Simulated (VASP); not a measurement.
# InSb (Pmmn) in VASP: further runs

Runs on InSb. Level: LDA. Tasks: electric field gradients.

Everything below comes from runs of VASP 6.6.1. Logs are shortened: lines on timing, memory, paths and dates and some standing lists are left out, and cuts for length are marked.

## Step 1: The cell of the first run

It takes space group Pmmn (No. 59, orthorhombic). The conventional cell has a = 5.248 Å, b = 5.595 Å, c = 3.000 Å, α = 90.00°, β = 90.00°, γ = 90.00°. In (site symmetry mm2) has 4 Sb at 2.67 to 2.84 Å and 2 In at 3.00 Å within 3.5 Å. Within 3.5 Å of Sb (site symmetry mm2) lie 4 In at 2.67 to 2.84 Å and 2 Sb at 3.00 Å.

## Step 2: Electric field gradients, LDA (volume scaled by 0.94)

INCAR reads:

```
SYSTEM = InSb
PREC = Accurate
ENCUT = 520
EDIFF = 1E-8
ISMEAR = -1
SIGMA = 0.08
LREAL = .FALSE.
LASPH = .TRUE.
NELM = 80
ALGO = Normal
ISIF = 2
LWAVE = .FALSE.
LCHARG = .FALSE.
LEFG = .TRUE.
NBANDS = 26
```

KPOINTS reads:

```
Automatic mesh
0
G
  6 6 11
  0 0 0
```

POSCAR reads:

```
InSb
1.0
    5.2476427844      0.0000000000      0.0000000000
    0.0000000000      5.5953958530      0.0000000000
    0.0000000000      0.0000000000      3.0004722510
In Sb
2 2
Direct
    0.0000000000      0.0000000000      0.0000000000
    0.5000000000      0.5000000000      0.0000000000
    0.5000000000      0.0000000000      0.8350000000
    0.0000000000      0.5000000000      0.1650000000
```

Potentials or basis: VASP PAW LDA potentials, release 64 (In_d, Sb).

Command:

```bash
cat potpaw_LDA.64/In_d/POTCAR potpaw_LDA.64/Sb/POTCAR > POTCAR
mpirun -np 1 vasp_std > vasp.out
```

OUTCAR:

```text
SYSTEM = InSb
   PREC = Accurate
   ENCUT = 520
   EDIFF = 1E-8
   ISMEAR = -1
   LREAL = .FALSE.
   LASPH = .TRUE.
   NELM = 80
   ISIF = 2

 ion  position               nearest neighbor table
   1  0.000  0.000  0.000-   3 2.67   3 2.67   4 2.84   4 2.84   3 3.63   3 3.63   4 3.76   4 3.76
                             2 3.84   2 3.84   2 3.84   2 3.84
   2  0.500  0.500  0.000-   4 2.67   4 2.67   3 2.84   3 2.84   4 3.63   4 3.63   3 3.76   3 3.76
                             1 3.84   1 3.84   1 3.84   1 3.84
   3  0.500  0.000  0.835-   1 2.67   1 2.67   2 2.84   2 2.84   1 3.63   1 3.63   2 3.76   2 3.76

   4  0.000  0.500  0.165-   2 2.67   2 2.67   1 2.84   1 2.84   2 3.63   2 3.63   1 3.76   1 3.76

  LATTYP: Found a simple orthorhombic cell.
 ALAT       =     3.0004722510
 B/A-ratio  =     1.7489389487
 C/A-ratio  =     1.8648383937

  Lattice vectors:

 A1 = (   0.0000000000,   0.0000000000,   3.0004722510)
 A2 = (   5.2476427844,   0.0000000000,   0.0000000000)
 A3 = (   0.0000000000,   5.5953958530,   0.0000000000)

Analysis of symmetry for initial positions (statically):
=====================================================================
 Subroutine PRICEL returns:
 Original cell was already a primitive cell.

 Routine SETGRP: Setting up the symmetry group for a
 simple orthorhombic supercell.

 Subroutine GETGRP returns: Found  8 space group operations
 (whereof  4 operations were pure point group operations)
 out of a pool of  8 trial point group operations.

The static configuration has the point symmetry C_2v.
 The point group associated with its full space group is D_2h.

Analysis of symmetry for dynamics (positions and initial velocities):
=====================================================================
 Subroutine PRICEL returns:
 Original cell was already a primitive cell.

 Routine SETGRP: Setting up the symmetry group for a
 simple orthorhombic supercell.

 Subroutine GETGRP returns: Found  8 space group operations
 (whereof  4 operations were pure point group operations)
 out of a pool of  8 trial point group operations.

The dynamic configuration has the point symmetry C_2v.
 The point group associated with its full space group is D_2h.

 Subroutine INISYM returns: Found  8 space group operations
 (whereof  4 operations are pure point group operations),
 and found     1 'primitive' translations

[... 143 lines left out ...]

  energy without entropy =      -14.91152152  energy(sigma->0) =      -14.92622304

 E-fermi :  10.2842     XC(G=0): -11.2178

 val. band max:       10.2719018246   @ k =   0.1667   0.0000   0.1818
 cond. band min:      10.2965076961   @ k =   0.3333   0.1667   0.3636
 fundamental gap:      0.0246058715
 Fermi energy:        10.2842424052

 k-point     1 :       0.0000    0.0000    0.0000
  band No.  band energies     occupation
      1      -5.2304      2.00000
      2      -5.1738      2.00000
      3      -5.0052      2.00000
      4      -4.7834      2.00000
      5      -4.7537      2.00000
      6      -4.5852      2.00000
[... 685 lines left out ...]
     25      17.6259      0.00000
     26      17.6259      0.00000

 [... further k-points ...]

------------------------ aborting loop because EDIFF is reached ----------------------------------------

  FORCE on cell =-STRESS in cart. coord.  units (eV):
  Direction    XX          YY          ZZ          XY          YZ          ZX
  --------------------------------------------------------------------------------------
  -------------------------------------------------------------------------------------
  Total       18.4330783      8.7894174      5.1910076      0.0000000      0.0000000      0.0000000
  in kB      335.2152399    159.8401861     94.4012082      0.0000000      0.0000000      0.0000000
  external PRESSURE =     196.4855447 kB  Pullay stress =       0.0000000 kB

 VOLUME and BASIS-vectors are now :
 -----------------------------------------------------------------------------
  energy-cutoff  :      520.00
  volume of cell :       88.10
      direct lattice vectors                 reciprocal lattice vectors
     5.247642784  0.000000000  0.000000000     0.190561751  0.000000000  0.000000000
     0.000000000  5.595395853  0.000000000     0.000000000  0.178718365  0.000000000
     0.000000000  0.000000000  3.000472251     0.000000000  0.000000000  0.333280869

 POSITION                                       TOTAL-FORCE (eV/Angst)
 -----------------------------------------------------------------------------------
      0.00000      0.00000      0.00000         0.000000      0.000000      0.296279
      2.62382      2.79770      0.00000         0.000000      0.000000     -0.296279
      2.62382      0.00000      2.50539         0.000000      0.000000     -0.792530
      0.00000      2.79770      0.49508         0.000000      0.000000      0.792530
 -----------------------------------------------------------------------------------
    total drift:                               -0.000000      0.000000     -0.000000

  FREE ENERGIE OF THE ION-ELECTRON SYSTEM (eV)
  ---------------------------------------------------
  free  energy   TOTEN  =       -14.9409245543 eV

  energy  without entropy=      -14.9115215193  energy(sigma->0) =      -14.92622304

 Electric field gradients (V/A^2)
---------------------------------------------------------------------
 ion       V_xx      V_yy      V_zz      V_xy      V_xz      V_yz
---------------------------------------------------------------------
   1     -88.922    14.301    74.621    -0.000     0.000     0.000
   2     -88.922    14.301    74.621    -0.000     0.000     0.000
   3     -87.343   -67.754   155.097     0.000     0.000    -0.000
   4     -87.343   -67.754   155.097    -0.000     0.000     0.000
---------------------------------------------------------------------

 Electric field gradients after diagonalization (V/A^2)
 (convention: |V_zz| > |V_xx| > |V_yy|)
----------------------------------------------------------------------
 ion       V_xx      V_yy      V_zz     asymmetry (V_yy - V_xx)/ V_zz
----------------------------------------------------------------------
   1      74.621    14.301   -88.922       0.678
   2      74.621    14.301   -88.922       0.678
   3     -87.343   -67.754   155.097       0.126
   4     -87.343   -67.754   155.097       0.126
----------------------------------------------------------------------

           NMR quadrupolar parameters

 Cq : quadrupolar parameter    Cq=e*Q*V_zz/h
 eta: asymmetry parameters     (V_yy - V_xx)/ V_zz
 Q  : nuclear electric quadrupole moment in mb (millibarn)
----------------------------------------------------------------------
 ion       Cq(MHz)       eta       Q (mb)
----------------------------------------------------------------------
   1      -0.215       0.678       1.000
   2      -0.215       0.678       1.000
   3       0.375       0.126       1.000
   4       0.375       0.126       1.000
----------------------------------------------------------------------
```

OSZICAR:

```text
N       E                     dE             d eps       ncg     rms          rms(c)
DAV:   1     0.303600531371E+03    0.30360E+03   -0.15847E+04  5000   0.160E+03
DAV:   2     0.118908591716E+02   -0.29171E+03   -0.28494E+03  5192   0.387E+02
DAV:   3    -0.141198848764E+02   -0.26011E+02   -0.25467E+02  6278   0.131E+02
DAV:   4    -0.151009900414E+02   -0.98111E+00   -0.97637E+00  6042   0.259E+01
DAV:   5    -0.151571036243E+02   -0.56114E-01   -0.56107E-01  7692   0.571E+00    0.796E+00
DAV:   6    -0.149867171694E+02    0.17039E+00   -0.25062E-01  6928   0.864E+00    0.430E+00
DAV:   7    -0.149443719710E+02    0.42345E-01   -0.10703E-01  7304   0.381E+00    0.834E-01
DAV:   8    -0.149413460445E+02    0.30259E-02   -0.13764E-02  6900   0.150E+00    0.520E-01
DAV:   9    -0.149409298328E+02    0.41621E-03   -0.96527E-04  6164   0.175E-01    0.121E-01
DAV:  10    -0.149409261516E+02    0.36813E-05   -0.44768E-05  6820   0.736E-02    0.370E-02
DAV:  11    -0.149409247022E+02    0.14494E-05   -0.68537E-06  6616   0.282E-02    0.191E-02
DAV:  12    -0.149409245478E+02    0.15434E-06   -0.55293E-07  6390   0.703E-03    0.404E-03
DAV:  13    -0.149409245587E+02   -0.10866E-07   -0.80354E-08  7076   0.344E-03    0.176E-03
DAV:  14    -0.149409245543E+02    0.44142E-08   -0.12475E-08  3666   0.103E-03
   1 F= -.14940925E+02 E0= -.14926223E+02  d E =-.294030E-01
```

It took 4.3 min on 1 thread of AMD EPYC 7R43 (Zen 3), shared host; peak memory 0.27 GiB.

Results:

| Quantity | Value |
| --- | --- |
| Free energy | -14.9409 eV |
| Pressure | 19.6 GPa |
| Largest force | 0.793 eV/Å |
| Band gap on the k mesh | zero (band 18 reaches 12.19 eV, above the bottom of band 19 at 8.57 eV) |

Forces on the atoms (eV/Å):
```
In   0.000  0.000  0.296
In   0.000  0.000 -0.296
Sb   0.000  0.000 -0.793
Sb   0.000  0.000  0.793
```

Electric field gradients, principal values (V/Å²):
| atom | least | middle | greatest (by size) |
| --- | --- | --- | --- |
| 1 In | 14.301 | 74.621 | -88.922 |
| 2 In | 14.301 | 74.621 | -88.922 |
| 3 Sb | -67.754 | -87.343 | 155.097 |
| 4 Sb | -67.754 | -87.343 | 155.097 |

Caveat: without QUAD_EFG the Cq values of the log hold for a quadrupole moment of 1 mb, not for the nuclei; spin-orbit coupling is left out, which moves the levels of the heavy elements.

## Step 3: Electric field gradients, LDA (volume scaled by 0.94)

INCAR reads:

```
ALGO = Normal ; EDIFF = 1E-8
ENCUT = 520 ; ISIF = 2
ISMEAR = -1 ; LASPH = True
LCHARG = False ; LEFG = True
LREAL = False ; LWAVE = False
NBANDS = 26 ; NELM = 60
PREC = Accurate ; SIGMA = 0.08
```

KPOINTS reads:

```
k-points
0
Gamma
  6 6 11
```

POSCAR is that of step 2.

Potentials or basis: VASP PAW LDA potentials, release 64 (In_d, Sb).

Command:

```bash
cat potpaw_LDA.64/In_d/POTCAR potpaw_LDA.64/Sb/POTCAR > POTCAR
mpirun -np 1 vasp_std > vasp.out
```

OUTCAR:

```text
EDIFF = 1E-8
   ENCUT = 520
   ISIF = 2
   ISMEAR = -1
   LASPH = True
   LREAL = False
   NELM = 60
   PREC = Accurate

 ion  position               nearest neighbor table
   1  0.000  0.000  0.000-   3 2.67   3 2.67   4 2.84   4 2.84   3 3.63   3 3.63   4 3.76   4 3.76
                             2 3.84   2 3.84   2 3.84   2 3.84
   2  0.500  0.500  0.000-   4 2.67   4 2.67   3 2.84   3 2.84   4 3.63   4 3.63   3 3.76   3 3.76
                             1 3.84   1 3.84   1 3.84   1 3.84
   3  0.500  0.000  0.835-   1 2.67   1 2.67   2 2.84   2 2.84   1 3.63   1 3.63   2 3.76   2 3.76

   4  0.000  0.500  0.165-   2 2.67   2 2.67   1 2.84   1 2.84   2 3.63   2 3.63   1 3.76   1 3.76

  LATTYP: Found a simple orthorhombic cell.
 ALAT       =     3.0004722510
 B/A-ratio  =     1.7489389487
 C/A-ratio  =     1.8648383937

  Lattice vectors:

 A1 = (   0.0000000000,   0.0000000000,   3.0004722510)
 A2 = (   5.2476427844,   0.0000000000,   0.0000000000)
 A3 = (   0.0000000000,   5.5953958530,   0.0000000000)

Analysis of symmetry for initial positions (statically):
=====================================================================
 Subroutine PRICEL returns:
 Original cell was already a primitive cell.

 Routine SETGRP: Setting up the symmetry group for a
 simple orthorhombic supercell.

 Subroutine GETGRP returns: Found  8 space group operations
 (whereof  4 operations were pure point group operations)
 out of a pool of  8 trial point group operations.

The static configuration has the point symmetry C_2v.
 The point group associated with its full space group is D_2h.

Analysis of symmetry for dynamics (positions and initial velocities):
=====================================================================
 Subroutine PRICEL returns:
[... 863 lines left out ...]
     26      17.6259      0.00000

 [... further k-points ...]
[... 5 lines left out ...]
  --------------------------------------------------------------------------------------
  -------------------------------------------------------------------------------------
  Total       18.4330783      8.7894174      5.1910076      0.0000000      0.0000000      0.0000000
  in kB      335.2152399    159.8401861     94.4012082      0.0000000      0.0000000      0.0000000
  external PRESSURE =     196.4855447 kB  Pullay stress =       0.0000000 kB

 VOLUME and BASIS-vectors are now :
 -----------------------------------------------------------------------------
  energy-cutoff  :      520.00
  volume of cell :       88.10
      direct lattice vectors                 reciprocal lattice vectors
     5.247642784  0.000000000  0.000000000     0.190561751  0.000000000  0.000000000
     0.000000000  5.595395853  0.000000000     0.000000000  0.178718365  0.000000000
     0.000000000  0.000000000  3.000472251     0.000000000  0.000000000  0.333280869

 POSITION                                       TOTAL-FORCE (eV/Angst)
 -----------------------------------------------------------------------------------
      0.00000      0.00000      0.00000         0.000000      0.000000      0.296279
      2.62382      2.79770      0.00000         0.000000      0.000000     -0.296279
      2.62382      0.00000      2.50539         0.000000      0.000000     -0.792530
      0.00000      2.79770      0.49508         0.000000      0.000000      0.792530
 -----------------------------------------------------------------------------------
    total drift:                               -0.000000      0.000000     -0.000000

  FREE ENERGIE OF THE ION-ELECTRON SYSTEM (eV)
  ---------------------------------------------------
  free  energy   TOTEN  =       -14.9409245543 eV

  energy  without entropy=      -14.9115215193  energy(sigma->0) =      -14.92622304

 Electric field gradients (V/A^2)
---------------------------------------------------------------------
 ion       V_xx      V_yy      V_zz      V_xy      V_xz      V_yz
---------------------------------------------------------------------
   1     -88.922    14.301    74.621    -0.000     0.000     0.000
   2     -88.922    14.301    74.621    -0.000     0.000     0.000
   3     -87.343   -67.754   155.097     0.000     0.000    -0.000
   4     -87.343   -67.754   155.097    -0.000     0.000     0.000
---------------------------------------------------------------------

 Electric field gradients after diagonalization (V/A^2)
 (convention: |V_zz| > |V_xx| > |V_yy|)
----------------------------------------------------------------------
 ion       V_xx      V_yy      V_zz     asymmetry (V_yy - V_xx)/ V_zz
----------------------------------------------------------------------
   1      74.621    14.301   -88.922       0.678
   2      74.621    14.301   -88.922       0.678
   3     -87.343   -67.754   155.097       0.126
   4     -87.343   -67.754   155.097       0.126
----------------------------------------------------------------------

           NMR quadrupolar parameters

 Cq : quadrupolar parameter    Cq=e*Q*V_zz/h
 eta: asymmetry parameters     (V_yy - V_xx)/ V_zz
 Q  : nuclear electric quadrupole moment in mb (millibarn)
----------------------------------------------------------------------
 ion       Cq(MHz)       eta       Q (mb)
----------------------------------------------------------------------
   1      -0.215       0.678       1.000
   2      -0.215       0.678       1.000
   3       0.375       0.126       1.000
   4       0.375       0.126       1.000
----------------------------------------------------------------------
```

Wall time 3.8 min (1 thread of AMD EPYC 7R43 (Zen 3), shared host); peak memory 0.27 GiB.

Results:

- Free energy: -14.9409 eV
- Pressure: 19.6 GPa
- Largest force: 0.793 eV/Å
- Band gap on the k mesh: zero (band 18 reaches 12.19 eV, above the bottom of band 19 at 8.57 eV)

Forces in eV/Å, atoms in the order of the input:
```
In   0.000  0.000  0.296
In   0.000  0.000 -0.296
Sb   0.000  0.000 -0.793
Sb   0.000  0.000  0.793
```

Stress tensor (GPa, compression positive):
```
33.52  0.00  0.00
 0.00 15.98  0.00
 0.00  0.00  9.44
```

Electric field gradients, principal values (V/Å²):
```
atom    least   middle  greatest (by size)
1 In   14.301   74.621             -88.922
2 In   14.301   74.621             -88.922
3 Sb  -67.754  -87.343             155.097
4 Sb  -67.754  -87.343             155.097
```

Caveat: without QUAD_EFG the Cq values of the log hold for a quadrupole moment of 1 mb, not for the nuclei; spin-orbit coupling is left out, which moves the levels of the heavy elements.

[end of part 1 of 2]
